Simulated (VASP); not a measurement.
# MnO (P6_3mc) in VASP: notebook, part 2 of 2

VASP 6.6.1. The steps go on from the part before.

### Step 3. Relaxation of shape and atoms at fixed volume, PBEsol+U, collinear spin, ferromagnetic start (volume scaled by 1.02)

Input file INCAR:

```
SYSTEM = MnO
PREC = Accurate
ENCUT = 600
EDIFF = 1E-6
ISMEAR = 0
SIGMA = 0.05
LREAL = .False.
LASPH = .True.
NELM = 150
ALGO = Normal
ISIF = 4
LWAVE = .False.
LCHARG = .False.
ISPIN = 2
MAGMOM = 4.51 4.51 0.12 0.12
LORBIT = 11
LMAXMIX = 4
LDAU = .True.
LDAUTYPE = 2
LDAUL = 2 -1
LDAUU = 3.9 0
LDAUJ = 0 0
LDAUPRINT = 1
GGA = PS
IBRION = 2
NSW = 60
EDIFFG = -0.01
```

Input file KPOINTS:

```
Automatic mesh
0
Gamma
  8 8 4
  0 0 0
```

Input file POSCAR:

```
MnO
1.0
    3.4668375318      0.0000000000      0.0000000000
   -1.7334187659      3.0023693733      0.0000000000
    0.0000000000      0.0000000000      5.3967174611
Mn O
2 2
Direct
    0.3333333333      0.6666666667     -0.0017963106
    0.6666666667      0.3333333333      0.4982036894
    0.3333333333      0.6666666667      0.3882263106
    0.6666666667      0.3333333333      0.8882263106
```

Potentials or basis: VASP PAW PBE potentials, release 64 (Mn_pv, O).

Started as:

```
$ cat potpaw_PBE.64/Mn_pv/POTCAR potpaw_PBE.64/O/POTCAR > POTCAR
$ mpirun -np 1 vasp_std > vasp.out
```

OUTCAR:

```text
SYSTEM = MnO
   PREC = Accurate
   ENCUT = 600
   EDIFF = 1E-6
   ISMEAR = 0
   LREAL = .False.
   LASPH = .True.
   NELM = 150
   ISIF = 4
   ISPIN = 2
   LORBIT = 11
   GGA = PS
   IBRION = 2
   NSW = 60
   EDIFFG = -0.01

 ion  position               nearest neighbor table
   1  0.333  0.667  0.998-   4 2.09   4 2.09   4 2.09   3 2.10
   2  0.667  0.333  0.498-   3 2.09   3 2.09   3 2.09   4 2.10
   3  0.333  0.667  0.388-   2 2.09   2 2.09   2 2.09   1 2.10
   4  0.667  0.333  0.888-   1 2.09   1 2.09   1 2.09   2 2.10

  LATTYP: Found a hexagonal cell.
 ALAT       =     3.4668375318
 C/A-ratio  =     1.5566686964

  Lattice vectors:

 A1 = (   3.4668375318,   0.0000000000,   0.0000000000)
 A2 = (  -1.7334187659,   3.0023693733,   0.0000000000)
 A3 = (   0.0000000000,   0.0000000000,   5.3967174611)

Analysis of symmetry for initial positions (statically):
=====================================================================
 Subroutine PRICEL returns:
 Original cell was already a primitive cell.

 Routine SETGRP: Setting up the symmetry group for a
 hexagonal supercell.
[... 1769 lines left out ...]
  --------------------------------------------------------------------------------------
  -------------------------------------------------------------------------------------
  Total       -0.9318769     -0.9318769     -0.9322516      0.0000000      0.0000000      0.0000000
  in kB      -26.5791952    -26.5791952    -26.5898844      0.0000000      0.0000000      0.0000000
  external PRESSURE =     -26.5827582 kB  Pullay stress =       0.0000000 kB

 VOLUME and BASIS-vectors are now :
 -----------------------------------------------------------------------------
  energy-cutoff  :      600.00
  volume of cell :       56.17
      direct lattice vectors                 reciprocal lattice vectors
     3.466837532  0.000000000  0.000000000     0.288447321  0.166535139  0.000000000
    -1.733418766  3.002369373  0.000000000     0.000000000  0.333070277  0.000000000
     0.000000000  0.000000000  5.396717461     0.000000000  0.000000000  0.185297824

 POSITION                                       TOTAL-FORCE (eV/Angst)
 -----------------------------------------------------------------------------------
     -0.00000      2.00158      5.38702        -0.000000     -0.000000     -0.000937
      1.73342      1.00079      2.68866         0.000000      0.000000     -0.000937
     -0.00000      2.00158      2.09515         0.000000     -0.000000      0.000937
      1.73342      1.00079      4.79351        -0.000000      0.000000      0.000937
 -----------------------------------------------------------------------------------
    total drift:                               -0.000000      0.000000      0.001148

  FREE ENERGIE OF THE ION-ELECTRON SYSTEM (eV)
  ---------------------------------------------------
  free  energy   TOTEN  =       -32.2111981351 eV

  energy  without entropy=      -32.2110855128  energy(sigma->0) =      -32.21114182

 reached required accuracy - stopping structural energy minimisation

 total charge

# of ion       s       p       d       tot
------------------------------------------
    1        0.233   6.209   4.930  11.371
    2        0.233   6.209   4.930  11.371
    3        1.543   3.437   0.000   4.980
    4        1.543   3.437   0.000   4.980
--------------------------------------------------
tot          3.551  19.291   9.859  32.701

 magnetization (x)

# of ion       s       p       d       tot
------------------------------------------
    1        0.036   0.050   4.511   4.597
    2        0.036   0.050   4.511   4.597
    3        0.012   0.082   0.000   0.095
    4        0.012   0.082   0.000   0.095
--------------------------------------------------
tot          0.097   0.265   9.021   9.384
```

OSZICAR:

```text
N       E                     dE             d eps       ncg     rms          rms(c)
DAV:   1     0.479610914138E+03    0.47961E+03   -0.23404E+04  3368   0.173E+03
DAV:   2     0.107114920246E+02   -0.46890E+03   -0.43998E+03  3452   0.485E+02
DAV:   3    -0.333526785420E+02   -0.44064E+02   -0.43119E+02  3680   0.152E+02
DAV:   4    -0.343925135844E+02   -0.10398E+01   -0.10361E+01  3644   0.244E+01
DAV:   5    -0.344030669357E+02   -0.10553E-01   -0.10553E-01  3596   0.280E+00    0.198E+01
DAV:   6    -0.316624313647E+02    0.27406E+01   -0.32153E+01  4092   0.509E+01    0.190E+01
DAV:   7    -0.322339346308E+02   -0.57150E+00   -0.30109E+00  3368   0.194E+01    0.114E+01
DAV:   8    -0.322048908931E+02    0.29044E-01   -0.63282E-01  3596   0.553E+00    0.730E+00
DAV:   9    -0.322108941322E+02   -0.60032E-02   -0.82391E-02  3428   0.294E+00    0.110E+00
DAV:  10    -0.322105636843E+02    0.33045E-03   -0.28035E-02  3616   0.158E+00    0.206E-01
DAV:  11    -0.322109912179E+02   -0.42753E-03   -0.25483E-03  3544   0.379E-01    0.143E-01
DAV:  12    -0.322111280185E+02   -0.13680E-03   -0.16439E-04  3740   0.135E-01    0.483E-02
DAV:  13    -0.322111946660E+02   -0.66647E-04   -0.90335E-05  3400   0.632E-02    0.356E-02
DAV:  14    -0.322111975273E+02   -0.28613E-05   -0.57735E-06  3484   0.192E-02    0.156E-02
DAV:  15    -0.322111978101E+02   -0.28281E-06   -0.15491E-05  3552   0.217E-02    0.106E-02
DAV:  16    -0.322111981351E+02   -0.32497E-06   -0.72012E-07  2076   0.637E-03
   1 F= -.32211198E+02 E0= -.32211142E+02  d E =-.322112E+02  mag=    10.0000
```

Run time: 2.9 min. Hardware: 1 thread of Oxide Virtual Turin-like, shared host; peak memory 0.22 GiB.

Results:

* Free energy: -32.2112 eV
* Pressure after relaxing: -2.7 GPa
* Band gap on the k mesh: zero (filled and empty bands touch)
* Net moment: 10.00 μB per cell
* Site moments: Mn +4.60; O +0.10 μB
* Valence electrons inside the program's atomic spheres: Mn 11.37; O 4.98

Final structure:
```yaml
crystal:
  lattice:
    - [3.46684, 0.00000, 0.00000]
    - [-1.73342, 3.00237, 0.00000]
    - [0.00000, 0.00000, 5.39672]
  atoms:
    - { symbol: Mn, position: [0.33333, 0.66667, 0.99820] }
    - { symbol: Mn, position: [0.66667, 0.33333, 0.49820] }
    - { symbol: O, position: [0.33333, 0.66667, 0.38823] }
    - { symbol: O, position: [0.66667, 0.33333, 0.88823] }
```

Eigenvalues of the final occupation matrices:
| site | spin | trace | eigenvalues |
| --- | --- | --- | --- |
| site 1 d | 1 | 4.74 | 0.94 0.94 0.95 0.95 0.95 |
| site 1 d | 2 | 0.21 | 0.02 0.02 0.06 0.06 0.06 |
| site 2 d | 1 | 4.74 | 0.94 0.94 0.95 0.95 0.95 |
| site 2 d | 2 | 0.21 | 0.02 0.02 0.06 0.06 0.06 |

Caveat: the relaxation stopped at its first step, so nothing moved; the PAW data sets were made with another functional, which shifts forces and pressure a little; only a ferromagnetic start was run, and an antiferromagnetic order may lie lower in energy.

### Step 4. Relaxation of shape and atoms at fixed volume, PBE+D3(BJ)+U, collinear spin, ferromagnetic start (volume scaled by 1.02)

Input file INCAR:

```
ALGO = Normal
EDIFF = 1E-6
EDIFFG = -0.01
ENCUT = 600
GGA = PE
IBRION = 2
ISIF = 4
ISMEAR = 0
ISPIN = 2
IVDW = 12
LASPH = T
LCHARG = F
LDAU = T
LDAUJ = 0 0
LDAUL = 2 -1
LDAUPRINT = 1
LDAUTYPE = 2
LDAUU = 3.9 0
LMAXMIX = 4
LORBIT = 11
LREAL = F
LWAVE = F
MAGMOM = 4.54 4.54 0.13 0.13
NELM = 150
NSW = 60
PREC = Accurate
SIGMA = 0.05
```

Input file KPOINTS:

```
k-points
0
Gamma
  8 8 4
```

Input file POSCAR:

```
MnO
1.0
    3.4824003213      0.0000000000      0.0000000000
   -1.7412001607      3.0158471444      0.0000000000
    0.0000000000      0.0000000000      5.4393914160
Mn O
2 2
Direct
    0.3333333333      0.6666666667     -0.0013535476
    0.6666666667      0.3333333333      0.4986464524
    0.3333333333      0.6666666667      0.3877835476
    0.6666666667      0.3333333333      0.8877835476
```

Potentials or basis: VASP PAW PBE potentials, release 64 (Mn_pv, O).

Started as:

```
$ cat potpaw_PBE.64/Mn_pv/POTCAR potpaw_PBE.64/O/POTCAR > POTCAR
$ mpirun -np 1 vasp_std > vasp.out
```

OUTCAR:

```text
EDIFF = 1E-6
   EDIFFG = -0.01
   ENCUT = 600
   GGA = PE
   IBRION = 2
   ISIF = 4
   ISMEAR = 0
   ISPIN = 2
   IVDW = 12
   LASPH = T
   LORBIT = 11
   LREAL = F
   NELM = 150
   NSW = 60
   PREC = Accurate
 IVDW          = 12

 ion  position               nearest neighbor table
   1  0.333  0.667  0.999-   4 2.10   4 2.10   4 2.10   3 2.12
   2  0.667  0.333  0.499-   3 2.10   3 2.10   3 2.10   4 2.12
   3  0.333  0.667  0.388-   2 2.10   2 2.10   2 2.10   1 2.12
   4  0.667  0.333  0.888-   1 2.10   1 2.10   1 2.10   2 2.12

  LATTYP: Found a hexagonal cell.
 ALAT       =     3.4824003213
 C/A-ratio  =     1.5619661481

  Lattice vectors:

 A1 = (   3.4824003213,   0.0000000000,   0.0000000000)
 A2 = (  -1.7412001607,   3.0158471444,   0.0000000000)
 A3 = (   0.0000000000,   0.0000000000,   5.4393914160)

Analysis of symmetry for initial positions (statically):
=====================================================================
 Subroutine PRICEL returns:
[... 1774 lines left out ...]

  FORCE on cell =-STRESS in cart. coord.  units (eV):
  Direction    XX          YY          ZZ          XY          YZ          ZX
  --------------------------------------------------------------------------------------
  -------------------------------------------------------------------------------------
  Total      -0.93550    -0.93550    -0.96708     0.00000    -0.00000     0.00000
  in kB     -26.23704   -26.23704   -27.12285     0.00000    -0.00000     0.00000
  external pressure =      -26.53 kB  Pullay stress =        0.00 kB

 VOLUME and BASIS-vectors are now :
 -----------------------------------------------------------------------------
  energy-cutoff  :      600.00
  volume of cell :       57.13
      direct lattice vectors                 reciprocal lattice vectors
     3.482400321  0.000000000  0.000000000     0.287158255  0.165790896  0.000000000
    -1.741200161  3.015847144  0.000000000     0.000000000  0.331581792  0.000000000
     0.000000000  0.000000000  5.439391416     0.000000000  0.000000000  0.183844096

 POSITION                                       TOTAL-FORCE (eV/Angst)
 -----------------------------------------------------------------------------------
     -0.00000      2.01056      5.43203         0.000000     -0.000000      0.000241
      1.74120      1.00528      2.71233        -0.000000      0.000000      0.000241
     -0.00000      2.01056      2.10931         0.000000     -0.000000     -0.000241
      1.74120      1.00528      4.82900        -0.000000      0.000000     -0.000241
 -----------------------------------------------------------------------------------
    total drift:                               -0.000000      0.000000     -0.000446

  FREE ENERGIE OF THE ION-ELECTRON SYSTEM (eV)
  ---------------------------------------------------
  free  energy   TOTEN  =       -31.8144254811 eV

  energy  without entropy=      -31.8143117867  energy(sigma->0) =      -31.81436863

 reached required accuracy - stopping structural energy minimisation

 total charge

# of ion       s       p       d       tot
------------------------------------------
    1        0.226   6.198   4.927  11.352
    2        0.226   6.198   4.927  11.352
    3        1.548   3.450   0.000   4.997
    4        1.548   3.450   0.000   4.997
--------------------------------------------------
tot          3.548  19.297   9.854  32.698

 magnetization (x)

# of ion       s       p       d       tot
------------------------------------------
    1        0.037   0.048   4.523   4.608
    2        0.037   0.048   4.523   4.608
    3        0.013   0.086   0.000   0.099
    4        0.013   0.086   0.000   0.099
--------------------------------------------------
tot          0.099   0.268   9.046   9.414
```

CONTCAR:

```text
MnO
   1.00000000000000
     3.4824003213000001    0.0000000000000000    0.0000000000000000
    -1.7412001607000001    3.0158471443999999    0.0000000000000000
     0.0000000000000000    0.0000000000000000    5.4393914160000003
  Mn              O
     2     2
Direct
     0.3333333332999970    0.6666666667000030    0.9986464524000027
     0.6666666667000030    0.3333333332999970    0.4986464524000027
     0.3333333332999970    0.6666666667000030    0.3877835476000016
     0.6666666667000030    0.3333333332999970    0.8877835476000016

  0.00000000E+00  0.00000000E+00  0.00000000E+00
  0.00000000E+00  0.00000000E+00  0.00000000E+00
  0.00000000E+00  0.00000000E+00  0.00000000E+00
  0.00000000E+00  0.00000000E+00  0.00000000E+00
```

It took 3.5 min on 1 thread of Oxide Virtual Turin-like, shared host; peak memory 0.24 GiB.

What came out:

```yaml
Free_energy: -31.8144 eV
Pressure_after_relaxing: -2.7 GPa
Band_gap_on_the_k_mesh: zero (filled and empty bands touch)
Net_moment: 10.00 μB per cell
Site_moments: Mn +4.61; O +0.10 μB
Valence_electrons_inside_the_program's_atomic_spheres: Mn 11.35; O 5.00
Dispersion_energy_per_atom: -0.237 eV
```

Stress tensor (GPa, compression positive):
```
-2.62  0.00  0.00
 0.00 -2.62  0.00
 0.00  0.00 -2.71
```

Final structure:
```
CELL_PARAMETERS angstrom
3.48240 0.00000 0.00000
-1.74120 3.01585 0.00000
0.00000 0.00000 5.43939
ATOMIC_POSITIONS crystal
Mn 0.33333 0.66667 0.99865
Mn 0.66667 0.33333 0.49865
O 0.33333 0.66667 0.38778
O 0.66667 0.33333 0.88778
```

Levels at points of the mesh, in eV from the Fermi level:
Spin up:
```csv
k point,band 21,band 22,band 23,band 24,band 25,band 26,band 27,band 28
"(0.00, 0.00, 0.00)",-0.74,-0.55,-0.30,0.00,0.00,4.36,6.26,11.60
"(0.50, 0.00, 0.00)",-2.38,-2.21,-1.05,-0.97,4.60,5.03,6.48,7.83
"(0.00, 0.00, 0.50)",-0.37,-0.37,-0.37,-0.37,2.02,2.02,9.01,9.01
"(0.50, 0.00, 0.50)",-1.49,-1.49,-1.22,-1.22,4.50,4.50,6.81,6.81
```
Spin down:
```
           k point  band 11  band 12  band 13  band 14  band 15  band 16  band 17  band 18
(0.00, 0.00, 0.00)    -3.41    -3.40    -3.40    -3.11     0.68     3.67     3.67     3.85
(0.50, 0.00, 0.00)    -3.86    -3.44    -3.29    -3.24     2.47     3.10     3.33     3.97
(0.00, 0.00, 0.50)    -3.42    -3.42    -3.42    -3.42     2.76     2.76     4.18     4.18
(0.50, 0.00, 0.50)    -3.35    -3.35    -3.34    -3.34     3.02     3.02     4.02     4.02
```

Eigenvalues of the final occupation matrices:
```tsv
site	spin	trace	eigenvalues
site 1 d	1	4.74	0.94 0.94 0.95 0.95 0.95
site 1 d	2	0.21	0.02 0.02 0.05 0.05 0.06
site 2 d	1	4.74	0.94 0.94 0.95 0.95 0.95
site 2 d	2	0.21	0.02 0.02 0.05 0.05 0.06
```

Caveat: the relaxation stopped at its first step, so nothing moved; only a ferromagnetic start was run, and an antiferromagnetic order may lie lower in energy; pairwise dispersion overbinds metals, which lowers pressure and volume. The state reached can hang on the start; a lower one may exist.

### Step 5. The runs side by side

| task | level | cell | k mesh | cutoff (eV) | gap on the mesh (eV) | pressure (GPa) | moment (μB) |
| --- | --- | --- | --- | --- | --- | --- | --- |
| single point | PBE+U | a = 3.372, b = 3.372, c = 5.385 Å, angles 90.0, 90.0, 120.0°, 4 atoms | 5 × 5 × 3 | 520 | 0.13 | 10.8 | 10.00 |
| relaxation of shape and atoms at fixed volume | PBEsol+U | relaxed from a = 3.467, b = 3.467, c = 5.397 Å, angles 90.0, 90.0, 120.0°, 4 atoms | 8 × 8 × 4 | 600 | none | -2.7 | 10.00 |
| relaxation of shape and atoms at fixed volume | PBE+D3(BJ)+U | relaxed from a = 3.482, b = 3.482, c = 5.439 Å, angles 90.0, 90.0, 120.0°, 4 atoms | 8 × 8 × 4 | 600 | none | -2.7 | 10.00 |

Alike in all rows: potentials or basis VASP PAW PBE potentials, release 64 (Mn_pv, O); spin collinear, ferromagnetic start; Mn d U = 3.9 eV; smearing gaussian 0.05 eV.

Caveats: some runs use coarse meshes; only a ferromagnetic start was run, and an antiferromagnetic order may lie lower in energy; the relaxation stopped at its first step, so nothing moved (some runs); the PAW data sets were made with another functional, which shifts forces and pressure a little (some runs); pairwise dispersion overbinds metals, which lowers pressure and volume (some runs).

Absolute energies hang on the potentials; compare differences alone.
